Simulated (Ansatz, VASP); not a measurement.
Two plane-wave programs on Bi2Se3

```
CELL_PARAMETERS angstrom
1.99082 1.14940 9.26298
-1.99082 1.14940 9.26298
0.00000 -2.29880 9.26298
ATOMIC_POSITIONS crystal
Bi 0.59770 0.59770 0.59770
Bi 0.40230 0.40230 0.40230
Se 0.79406 0.79406 0.79406
Se 0.20594 0.20594 0.20594
Se 0.00000 0.00000 0.00000
```

Change from the starting cell: volume scaled by 1.04, ions relaxed.

Alike in both runs: functional PBE; k mesh 14 × 14 × 14; occupations fermi-dirac, width 0.05 eV; no spin polarisation.

Ansatz relaxed the structure, and its values are those at the end. VASP's run is a single point on that final structure, the one shown.

```csv
,VASP,Ansatz
version,VASP 6.6.1,Ansatz 0.2.0
potentials or method,"VASP PAW PBE potentials, release 64 (Bi_d, Se)","plane-wave PAW, scalar-relativistic"
plane-wave cutoff (eV),520,420
valence electrons in the cell,48,78
```

Ansatz gave:

| Property | Result |
| --- | --- |
| pressure (GPa) | 8.8 |
| rms of the force components (eV/Å) | 0.006 |

Task: Which values does VASP return?

Result: Pressure (GPa): 8.8; rms of the force components (eV/Å): 0.002.

The functional is the same, so the differences come from potentials, cutoffs and numerics. VASP's potentials hold 48 valence electrons a cell and Ansatz's 78, so a difference there can come from the potentials and not from the codes. Ansatz's warnings: stress scf threshold loose.

Spin-orbit coupling is off throughout.
